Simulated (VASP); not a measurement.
# Al6CoRu5 (P4/mmm) in VASP: single point with PBE

Aim: the single point of Al6CoRu5 with PBE.

All numbers are computed with VASP 6.6.1; they aren't measurements. Logs are shortened: lines on timing, memory, paths and dates and some standing lists are left out, and cuts for length are marked.

### Step 1. The cell of the first run

It takes space group P4/mmm (No. 123, tetragonal). The conventional cell has a = 2.989 Å, b = 2.989 Å, c = 17.856 Å, α = 90.00°, β = 90.00°, γ = 90.00°. Al (site symmetry 4mm) has 4 Co at 2.54 Å and 4 Ru at 2.57 Å and 6 Al at 2.82 to 2.99 Å within 3.4 Å. Al (site symmetry 4mm) has 8 Ru at 2.60 Å and 6 Al at 2.99 to 3.02 Å within 3.4 Å. Al (site symmetry 4mm) has 8 Ru at 2.60 Å and 6 Al at 2.99 to 3.02 Å within 3.4 Å. Within 3.4 Å of Co (site symmetry 4/mmm) lie 8 Al at 2.54 Å and 2 Ru at 2.88 Å and 4 Co at 2.99 Å. Within 3.4 Å of Ru (site symmetry 4mm) lie 8 Al at 2.57 to 2.60 Å and 1 Co at 2.88 Å and 5 Ru at 2.99 to 3.03 Å. Within 3.4 Å of Ru (site symmetry 4mm) lie 8 Al at 2.60 Å and 6 Ru at 2.99 to 3.03 Å. Within 3.4 Å of Ru (site symmetry 4/mmm) lie 8 Al at 2.60 Å and 6 Ru at 2.99 to 3.02 Å.

### Step 2. Single point, PBE

Contents of INCAR:

```
SYSTEM = Al6CoRu5
PREC = Accurate
ENCUT = 520
EDIFF = 1E-7
ISMEAR = -1
SIGMA = 0.15
LREAL = .False.
LASPH = .True.
NELM = 100
ALGO = Fast
ISIF = 2
LWAVE = .False.
LCHARG = .False.
GGA = PE
NBANDS = 60
```

Contents of KPOINTS:

```
regular mesh
0
Gamma
  12 12 2
  0 0 0
```

Contents of POSCAR:

```
Al6CoRu5
1.0
    2.9889433808      0.0000000000      0.0000000000
    0.0000000000      2.9889433808      0.0000000000
    0.0000000000      0.0000000000     17.8560388118
Al Co Ru
6 1 5
Direct
    0.0000000000      0.0000000000      0.9210459576
    0.0000000000      0.0000000000      0.0789540424
    0.0000000000      0.0000000000      0.2463971450
    0.0000000000      0.0000000000      0.4154216347
    0.0000000000      0.0000000000      0.5845783653
    0.0000000000      0.0000000000      0.7536028550
    0.5000000000      0.5000000000      0.0000000000
    0.5000000000      0.5000000000      0.1611252551
    0.5000000000      0.5000000000      0.3309404177
    0.5000000000      0.5000000000      0.5000000000
    0.5000000000      0.5000000000      0.6690595823
    0.5000000000      0.5000000000      0.8388747449
```

Potentials or basis: VASP PAW PBE potentials, release 64 (Al, Co, Ru_pv).

Launch:

```bash
cat potpaw_PBE.64/Al/POTCAR potpaw_PBE.64/Co/POTCAR potpaw_PBE.64/Ru_pv/POTCAR > POTCAR
mpirun -np 1 vasp_std > vasp.out
```

OUTCAR:

```text
SYSTEM = Al6CoRu5
   PREC = Accurate
   ENCUT = 520
   EDIFF = 1E-7
   ISMEAR = -1
   LREAL = .False.
   LASPH = .True.
   NELM = 100
   ISIF = 2
   GGA = PE

 ion  position               nearest neighbor table
   1  0.000  0.000  0.921-   7 2.54   7 2.54   7 2.54   7 2.54  12 2.57  12 2.57  12 2.57  12 2.57
                             2 2.82   6 2.99
   2  0.000  0.000  0.079-   7 2.54   7 2.54   7 2.54   7 2.54   8 2.57   8 2.57   8 2.57   8 2.57
                             1 2.82   3 2.99
   3  0.000  0.000  0.246-   9 2.60   9 2.60   9 2.60   9 2.60   8 2.60   8 2.60   8 2.60   8 2.60
                             2 2.99   4 3.02
   4  0.000  0.000  0.415-   9 2.60   9 2.60   9 2.60   9 2.60  10 2.60  10 2.60  10 2.60  10 2.60
                             3 3.02   5 3.02
   5  0.000  0.000  0.585-  11 2.60  11 2.60  11 2.60  11 2.60  10 2.60  10 2.60  10 2.60  10 2.60
                             6 3.02   4 3.02
   6  0.000  0.000  0.754-  11 2.60  11 2.60  11 2.60  11 2.60  12 2.60  12 2.60  12 2.60  12 2.60
                             1 2.99   5 3.02
   7  0.500  0.500  0.000-   1 2.54   2 2.54   1 2.54   2 2.54   1 2.54   2 2.54   1 2.54   2 2.54
                             8 2.88  12 2.88
   8  0.500  0.500  0.161-   2 2.57   2 2.57   2 2.57   2 2.57   3 2.60   3 2.60   3 2.60   3 2.60
                             7 2.88   9 3.03
   9  0.500  0.500  0.331-   4 2.60   4 2.60   4 2.60   4 2.60   3 2.60   3 2.60   3 2.60   3 2.60
                            10 3.02   8 3.03
  10  0.500  0.500  0.500-   4 2.60   5 2.60   4 2.60   5 2.60   4 2.60   5 2.60   4 2.60   5 2.60
                             9 3.02  11 3.02
  11  0.500  0.500  0.669-   5 2.60   5 2.60   5 2.60   5 2.60   6 2.60   6 2.60   6 2.60   6 2.60
                            10 3.02  12 3.03
  12  0.500  0.500  0.839-   1 2.57   1 2.57   1 2.57   1 2.57   6 2.60   6 2.60   6 2.60   6 2.60
                             7 2.88  11 3.03

  LATTYP: Found a simple tetragonal cell.
 ALAT       =     2.9889433808
 C/A-ratio  =     5.9740304639

  Lattice vectors:

 A1 = (   2.9889433808,   0.0000000000,   0.0000000000)
 A2 = (   0.0000000000,   2.9889433808,   0.0000000000)
 A3 = (   0.0000000000,   0.0000000000,  17.8560388118)

Analysis of symmetry for initial positions (statically):
=====================================================================
 Subroutine PRICEL returns:
 Original cell was already a primitive cell.

 Routine SETGRP: Setting up the symmetry group for a
 simple tetragonal supercell.

 Subroutine GETGRP returns: Found 16 space group operations
 (whereof 16 operations were pure point group operations)
 out of a pool of 16 trial point group operations.

[... 142 lines left out ...]
   POTIM  = 0.5000    time-step for ionic-motion
   TEBEG  =    0.0;   TEEND  =   0.0 temperature during run
   PSTRESS=    0.0 pullay stress
   NELECT =      97.0000    total number of electrons
   NUPDOWN=      -1.0000    fix difference up-down
   EMIN   =  10.00;   EMAX   =-10.00  energy-range for DOS
   EFERMI =   0.00;   METHOD = LEGACY
   ISMEAR =    -1;   SIGMA  =   0.15  broadening in eV -4-tet -1-fermi 0-gaus
   EFERMI_NEDOS =   21; number of points for ismear=-14 and -15
   IALGO  =     68    algorithm
   IMIX   =      4    mixing-type and parameters
     AMIX     =   0.40;   BMIX     =  1.00
     AMIX_MAG =   1.60;   BMIX_MAG =  1.00
  volume/ion in A,a.u.               =      13.29        89.71
  Fermi-wavevector in a.u.,A,eV,Ry     =   1.386943  2.620942 26.172311  1.923611
  Thomas-Fermi vector in A             =   2.511211
   LORBIT       =      0    0 simple, 1 ext, 2 COOP (PROOUT), +10 PAW based schemes
   GGA     = PE    functional components
   LHFCALC =     F    Hartree Fock is set to
   AEXX    =    0.0000 exact exchange contribution
   IVDW    =     0    specifies the selected vdW correction
   LEPSILON=     F    determine dielectric tensor
   LRPA    =     F    only Hartree local field effects (RPA)
 non-spin polarized calculation
 RMM-DIIS sequential band-by-band and
  energy-cutoff  :      520.00
  volume of cell :      159.52
 maximum number of plane-waves:      4347
 NGX is ok and might be reduce to    24
   NGX = 11   NGY = 11   NGZ = 67

 number of electron      96.9999982 magnetization

 Free energy of the ion-electron system (eV)
  ---------------------------------------------------
  ext. energy  EPLUGINS =         0.00000000
  ---------------------------------------------------
  free energy    TOTEN  =       -83.57047501 eV

  energy without entropy =      -82.94079766  energy(sigma->0) =      -83.25563634

 E-fermi :  10.4767     XC(G=0): -12.4396

 val. band max:       10.4734767760   @ k =   0.3333   0.0000   0.5000
 cond. band min:      10.4780269929   @ k =   0.5000   0.1667   0.5000
 fundamental gap:      0.0045502169
 Fermi energy:        10.4767418794

 k-point     1 :       0.0000    0.0000    0.0000
  band No.  band energies     occupation
      1     -31.5036      2.00000
      2     -31.4665      2.00000
      3     -31.4259      2.00000
      4     -31.3750      2.00000
      5     -31.3405      2.00000
      6     -31.3179      2.00000
[... 1501 lines left out ...]
     59      14.4978      0.00000
     60      15.2047      0.00000

 [... further k-points ...]
[... 5 lines left out ...]
  --------------------------------------------------------------------------------------
  -------------------------------------------------------------------------------------
  Total       -0.0166874     -0.0166874     -0.0360505      0.0000000      0.0000000     -0.0000000
  in kB       -0.1676021     -0.1676021     -0.3620770      0.0000000      0.0000000     -0.0000000
  external PRESSURE =      -0.2324271 kB  Pullay stress =       0.0000000 kB

 VOLUME and BASIS-vectors are now :
 -----------------------------------------------------------------------------
  energy-cutoff  :      520.00
  volume of cell :      159.52
      direct lattice vectors                 reciprocal lattice vectors
     2.988943381  0.000000000  0.000000000     0.334566391  0.000000000  0.000000000
     0.000000000  2.988943381  0.000000000     0.000000000  0.334566391  0.000000000
     0.000000000  0.000000000 17.856038812     0.000000000  0.000000000  0.056003463

 POSITION                                       TOTAL-FORCE (eV/Angst)
 -----------------------------------------------------------------------------------
      0.00000      0.00000     16.44623        -0.000000     -0.000000      0.007693
      0.00000      0.00000      1.40981         0.000000     -0.000000     -0.007693
      0.00000      0.00000      4.39968        -0.000000      0.000000     -0.001599
      0.00000      0.00000      7.41778         0.000000      0.000000     -0.000384
      0.00000      0.00000     10.43825         0.000000      0.000000      0.000384
      0.00000      0.00000     13.45636         0.000000      0.000000      0.001599
      1.49447      1.49447      0.00000         0.000000      0.000000      0.000000
      1.49447      1.49447      2.87706         0.000000      0.000000      0.001079
      1.49447      1.49447      5.90928         0.000000      0.000000      0.001293
      1.49447      1.49447      8.92802         0.000000      0.000000      0.000000
      1.49447      1.49447     11.94675         0.000000     -0.000000     -0.001293
      1.49447      1.49447     14.97898         0.000000      0.000000     -0.001079
 -----------------------------------------------------------------------------------
    total drift:                                0.000000     -0.000000      0.000000

  FREE ENERGIE OF THE ION-ELECTRON SYSTEM (eV)
  ---------------------------------------------------
  free  energy   TOTEN  =       -83.5704750142 eV

  energy  without entropy=      -82.9407976591  energy(sigma->0) =      -83.25563634
```

stdout:

```text
POSCAR found type information on POSCAR AlCoRu
 POSCAR found :  3 types and      12 ions
 scaLAPACK will be used
 LDA part: xc-table for (Slater+PW92), standard interpolation
 POSCAR, INCAR and KPOINTS ok, starting setup
 FFT: planning ... GRIDC
 FFT: planning ... GRID_SOFT
 FFT: planning ... GRID
 WAVECAR not read
 entering main loop
```

Run time: 16 min. Hardware: 1 thread of Intel Xeon Platinum 8175M at 2.50GHz (Skylake/Cascade Lake), shared host; peak memory 0.56 GiB.

Results:

```
Free energy   : -83.5705 eV
Pressure      : 0.0 GPa
Largest force : 0.008 eV/Å
```

Forces in eV/Å, atoms in the order of the input:
```
Al   0.000  0.000  0.008
Al   0.000  0.000 -0.008
Al   0.000  0.000 -0.002
Al   0.000  0.000  0.000
Al   0.000  0.000  0.000
Al   0.000  0.000  0.002
Co   0.000  0.000  0.000
Ru   0.000  0.000  0.001
Ru   0.000  0.000  0.001
Ru   0.000  0.000  0.000
Ru   0.000  0.000 -0.001
Ru   0.000  0.000 -0.001
```

Levels at points of the mesh, in eV from the Fermi level:
| k point | band 47 | band 48 | band 49 | band 50 | band 51 | band 52 |
| --- | --- | --- | --- | --- | --- | --- |
| (0.00, 0.00, 0.00) | 0.20 | 0.23 | 0.28 | 0.35 | 0.40 | 1.51 |
| (0.50, 0.00, 0.00) | -0.92 | -0.82 | -0.25 | -0.09 | 0.17 | 0.29 |
| (0.50, 0.50, 0.00) | 1.53 | 1.54 | 1.56 | 1.59 | 1.61 | 2.52 |
| (0.00, 0.00, 0.50) | 0.20 | 0.23 | 0.28 | 0.35 | 0.40 | 1.51 |
| (0.50, 0.00, 0.50) | -1.05 | -0.60 | -0.48 | 0.06 | 0.17 | 0.24 |
| (0.50, 0.50, 0.50) | 1.53 | 1.54 | 1.56 | 1.59 | 1.61 | 1.63 |
